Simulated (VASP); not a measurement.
Runs of VASP 6.6.1 on CoSi. The structure is that of space group P2_12_12_1 (No. 19), or close to it. The cells are those of the table. 

```csv
cell,gap on the mesh (eV),pressure (GPa),largest force (eV/Å)
"a = 4.057, b = 4.715, c = 4.386 Å, 8 atoms",none,6.4,0.43
"a = 5.044, b = 3.728, c = 4.386 Å, 8 atoms",none,(a),1.05
"a = 3.728, b = 5.044, c = 4.386 Å, 8 atoms",none,26.9,1.70
"a = 3.892, b = 4.879, c = 4.386 Å, 8 atoms",none,14.7,0.91
```

Alike in all rows: task single point; level PBEsol; potentials or basis VASP PAW PBE potentials, release 64 (Co, Si); no spin polarisation; k mesh 10 × 10 × 10; cutoff (eV) 520; smearing gaussian 0.15 eV.

Problem. Fill in the values left out.

Solution. (a) 22.0.

Caveats: the PAW data sets were made with another functional, which shifts forces and pressure a little; the stress differs along the axes, from -13 to 30 GPa (at least some runs); the stress differs along the axes, from -5 to 66 GPa (at least some runs); the stress differs along the axes, from -16 to 85 GPa (at least some runs); the stress differs along the axes, from -16 to 54 GPa (at least some runs).

A gap of «none» marks levels without a gap at the run's occupations.
